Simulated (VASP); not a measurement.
# Ta4C3 (Cmmm) in VASP: single point with r2SCAN

Aim: the single point of Ta4C3 with r2SCAN.

Program: VASP 6.6.1. These are calculated values, not measurements. Logs are shortened: lines on timing, memory, paths and dates and some standing lists are left out, and cuts for length are marked.

## 1. The cell of the first run

Symmetry: Cmmm, No. 65, orthorhombic system. The conventional cell has a = 6.242 Å, b = 6.273 Å, c = 4.425 Å, α = 90.00°, β = 90.00°, γ = 90.00°. Ta (site symmetry 2/m) has 4 C at 2.21 Å within 2.9 Å. Within 2.9 Å of Ta (site symmetry mmm) lie 4 C at 2.21 Å. Within 2.9 Å of Ta (site symmetry mmm) lie 6 C at 2.21 Å. C (site symmetry 2/m) has 6 Ta at 2.21 Å within 2.9 Å. Within 2.9 Å of C (site symmetry mmm) lie 6 Ta at 2.21 Å.

## 2. Single point, r2SCAN (strain +0.0050 x Voigt [0, 0, 0, 0, 1, 0])

The input, POSCAR:

```
Ta4C3
1.0
    4.4247933841      0.0000000000      0.0110619835
    0.0000000000      4.4247933841      0.0000000000
    0.0110619835      0.0000000000      4.4247933841
Ta C
4 3
Direct
    0.0000000000      0.5000000000      0.5000000000
    0.5000000000      0.0000000000      0.5000000000
    0.5000000000      0.5000000000      0.0000000000
    0.0000000000      0.0000000000      0.0000000000
    0.5000000000      0.0000000000      0.0000000000
    0.0000000000      0.5000000000      0.0000000000
    0.0000000000      0.0000000000      0.5000000000
```

The input, INCAR.step1:

```
SYSTEM = Ta4C3
ALGO     = Normal         ! electronic algorithm
EDIFF    = 1E-4           ! SCF threshold, eV
ENCUT    = 520            ! plane-wave cutoff, eV
GGA      = PE             ! functional
ISMEAR   = 0              ! smearing method
LASPH    = .True.         ! aspherical terms in the spheres
LCHARG   = .False.        ! write CHGCAR
LREAL    = .False.        ! projectors in reciprocal space
LWAVE    = .True.         ! write WAVECAR
NBANDS   = 37             ! bands
NELM     = 100            ! most SCF steps
PREC     = Accurate       ! precision mode
SIGMA    = 0.15           ! smearing width, eV
```

The input, INCAR.step2:

```
SYSTEM = Ta4C3
ALGO     = Normal         ! electronic algorithm
EDIFF    = 1E-7           ! SCF threshold, eV
ENCUT    = 520            ! plane-wave cutoff, eV
ISIF     = 2              ! what is computed and relaxed
ISMEAR   = 0              ! smearing method
ISTART   = 1            
LASPH    = .True.         ! aspherical terms in the spheres
LCHARG   = .False.        ! write CHGCAR
LMIXTAU  = .True.       
LREAL    = .False.        ! projectors in reciprocal space
LWAVE    = .False.        ! write WAVECAR
METAGGA  = R2SCAN         ! meta-GGA
NBANDS   = 37             ! bands
NELM     = 100            ! most SCF steps
PREC     = Accurate       ! precision mode
SIGMA    = 0.15           ! smearing width, eV
```

The input, KPOINTS:

```
k-points
0
Gamma
  10 10 10
  0 0 0
```

Potentials or basis: VASP PAW PBE potentials, release 64 (Ta_pv, C).

Started as:

```bash
> cat potpaw_PBE.64/Ta_pv/POTCAR potpaw_PBE.64/C/POTCAR > POTCAR
> cp INCAR.step1 INCAR
> mpirun -np 1 vasp_std > vasp.out
> cp INCAR.step2 INCAR
> mpirun -np 1 vasp_std > vasp.out
```

OUTCAR:

```text
SYSTEM = Ta4C3
   EDIFF = 1E-7
   ENCUT = 520
   ISIF = 2
   ISMEAR = 0
   ISTART = 1
   LASPH = .True.
   LREAL = .False.
   METAGGA = R2SCAN
   NELM = 100
   PREC = Accurate

 ion  position               nearest neighbor table
   1  0.000  0.500  0.500-   7 2.21   7 2.21   6 2.21   6 2.21   3 3.12   3 3.12   2 3.13   2 3.13
                             2 3.13   2 3.13   4 3.13   4 3.13   4 3.13   4 3.13   3 3.14   3 3.14
   2  0.500  0.000  0.500-   5 2.21   7 2.21   5 2.21   7 2.21   4 3.12   4 3.12   1 3.13   1 3.13
                             1 3.13   1 3.13   3 3.13   3 3.13   3 3.13   3 3.13   4 3.14   4 3.14
   3  0.500  0.500  0.000-   5 2.21   5 2.21   6 2.21   6 2.21   1 3.12   1 3.12   4 3.13   4 3.13
                             4 3.13   4 3.13   2 3.13   2 3.13   2 3.13   2 3.13   1 3.14   1 3.14
   4  0.000  0.000  0.000-   6 2.21   6 2.21   7 2.21   7 2.21   5 2.21   5 2.21   2 3.12   2 3.12
                             3 3.13   3 3.13   3 3.13   3 3.13   1 3.13   1 3.13   1 3.13   1 3.13
   5  0.500  0.000  0.000-   3 2.21   3 2.21   4 2.21   2 2.21   2 2.21   4 2.21
   6  0.000  0.500  0.000-   4 2.21   4 2.21   1 2.21   1 2.21   3 2.21   3 2.21
   7  0.000  0.000  0.500-   1 2.21   1 2.21   4 2.21   4 2.21   2 2.21   2 2.21

  LATTYP: Found a base centered orthorhombic cell.
 ALAT       =     6.2419588074
 B/A-ratio  =     1.0050125313
 C/A-ratio  =     0.7088789786

  Lattice vectors:

 A1 = (  -4.4247933841,   0.0000000000,  -0.0110619835)
 A2 = (   0.0110619835,   0.0000000000,   4.4247933841)
 A3 = (   0.0000000000,   4.4247933841,   0.0000000000)

Analysis of symmetry for initial positions (statically):
=====================================================================
 Subroutine PRICEL returns:
 Original cell was already a primitive cell.

 Routine SETGRP: Setting up the symmetry group for a
 base centered orthorhombic supercell.

 Subroutine GETGRP returns: Found  8 space group operations
 (whereof  8 operations were pure point group operations)
 out of a pool of  8 trial point group operations.

The static configuration has the point symmetry D_2h.

Analysis of symmetry for dynamics (positions and initial velocities):
=====================================================================
 Subroutine PRICEL returns:
 Original cell was already a primitive cell.

 Routine SETGRP: Setting up the symmetry group for a
 base centered orthorhombic supercell.

 Subroutine GETGRP returns: Found  8 space group operations
 (whereof  8 operations were pure point group operations)
 out of a pool of  8 trial point group operations.

[... 116 lines left out ...]
   ISIF   =      2    stress and relaxation
   ISYM   =      2    0-nonsym 1-usesym 2-fastsym
   POTIM  = 0.5000    time-step for ionic-motion
   TEBEG  =    0.0;   TEEND  =   0.0 temperature during run
   PSTRESS=    0.0 pullay stress
   NELECT =      56.0000    total number of electrons
   NUPDOWN=      -1.0000    fix difference up-down
   EMIN   =  10.00;   EMAX   =-10.00  energy-range for DOS
   EFERMI =   0.00;   METHOD = LEGACY
   ISMEAR =     0;   SIGMA  =   0.15  broadening in eV -4-tet -1-fermi 0-gaus
   EFERMI_NEDOS =   21; number of points for ismear=-14 and -15
   IALGO  =     38    algorithm
   IMIX   =      4    mixing-type and parameters
     AMIX     =   0.40;   BMIX     =  1.00
     AMIX_MAG =   1.60;   BMIX_MAG =  1.00
  volume/ion in A,a.u.               =      12.38        83.52
  Fermi-wavevector in a.u.,A,eV,Ry     =   1.415507  2.674921 27.261458  2.003661
  Thomas-Fermi vector in A             =   2.536938
   LORBIT       =      0    0 simple, 1 ext, 2 COOP (PROOUT), +10 PAW based schemes
   METAGGA = R2SCAN    functional components
   LHFCALC =     F    Hartree Fock is set to
   AEXX    =    0.0000 exact exchange contribution
   IVDW    =     0    specifies the selected vdW correction
   LEPSILON=     F    determine dielectric tensor
   LRPA    =     F    only Hartree local field effects (RPA)
 non-spin polarized calculation
 Gauss-broadening in eV      SIGMA  =   0.15
  energy-cutoff  :      520.00
  volume of cell :       86.63
 maximum number of plane-waves:      2360
 NGX is ok and might be reduce to    36
   NGX = 17   NGY = 17   NGZ = 17

 number of electron      56.0000015 magnetization

 Free energy of the ion-electron system (eV)
  ---------------------------------------------------
  ext. energy  EPLUGINS =         0.00000000
  ---------------------------------------------------
  free energy    TOTEN  =      -227.80485554 eV

  energy without entropy =     -227.76750205  energy(sigma->0) =     -227.78617880

 E-fermi :   7.2140     XC(G=0): -13.9958

 val. band max:        7.2139457648   @ k =   0.5000   0.1000   0.2000
 cond. band min:       7.2146392795   @ k =   0.1000   0.0000   0.0000
 fundamental gap:      0.0006935147
 Fermi energy:         7.2139860387

 k-point     1 :       0.0000    0.0000    0.0000
  band No.  band energies     occupation
      1     -29.5078      2.00000
      2     -29.5047      2.00000
      3     -29.5017      2.00000
      4     -28.7815      2.00000
      5     -28.7786      2.00000
      6     -28.7758      2.00000
[... 949 lines left out ...]
     36      11.1061      0.00000
     37      11.4669      0.00000

 [... further k-points ...]

------------------------ aborting loop because EDIFF is reached ----------------------------------------

  FORCE on cell =-STRESS in cart. coord.  units (eV):
  Direction    XX          YY          ZZ          XY          YZ          ZX
  --------------------------------------------------------------------------------------
  -------------------------------------------------------------------------------------
  Total        0.5944670      0.5965051      0.5944670      0.0000000      0.0000000     -0.3347027
  in kB       10.9941593     11.0318525     10.9941593      0.0000000      0.0000000     -6.1900414
  external PRESSURE =      11.0067237 kB  Pullay stress =       0.0000000 kB

 VOLUME and BASIS-vectors are now :
 -----------------------------------------------------------------------------
  energy-cutoff  :      520.00
  volume of cell :       86.63
      direct lattice vectors                 reciprocal lattice vectors
     4.424793384  0.000000000  0.011061984     0.226000666  0.000000000 -0.000565002
     0.000000000  4.424793384  0.000000000     0.000000000  0.225999253  0.000000000
     0.011061984  0.000000000  4.424793384    -0.000565002  0.000000000  0.226000666

 POSITION                                       TOTAL-FORCE (eV/Angst)
 -----------------------------------------------------------------------------------
      0.00553      2.21240      2.21240         0.000000      0.000000      0.000000
      2.21793      0.00000      2.21793        -0.000000      0.000000      0.000000
      2.21240      2.21240      0.00553         0.000000      0.000000      0.000000
      0.00000      0.00000      0.00000         0.000000      0.000000      0.000000
      2.21240      0.00000      0.00553         0.000000      0.000000      0.000000
      0.00000      2.21240      0.00000         0.000000      0.000000      0.000000
      0.00553      0.00000      2.21240        -0.000000      0.000000      0.000000
 -----------------------------------------------------------------------------------
    total drift:                                0.000000      0.000000      0.000000

  FREE ENERGIE OF THE ION-ELECTRON SYSTEM (eV)
  ---------------------------------------------------
  free  energy   TOTEN  =      -227.8048555384 eV

  energy  without entropy=     -227.7675020528  energy(sigma->0) =     -227.78617880
```

Run time: 46 min. Hardware: 1 thread of Oxide Virtual Turin-like, shared host; peak memory 0.52 GiB.

What came out:

```yaml
Free_energy: -227.8049 eV
Pressure: 1.1 GPa
Band_gap_on_the_k_mesh: zero (bands 28 and 29 overlap by 1.10 eV)
```

Stress tensor (GPa, compression positive):
```
 1.10  0.00 -0.62
 0.00  1.10  0.00
-0.62  0.00  1.10
```

Caveat: the cell differs from its parent crystal (strain +0.0050 x Voigt [0, 0, 0, 0, 1, 0]); the PAW data sets were made with another functional, which shifts forces and pressure a little; spin-orbit coupling is left out, which moves the levels of the heavy elements.
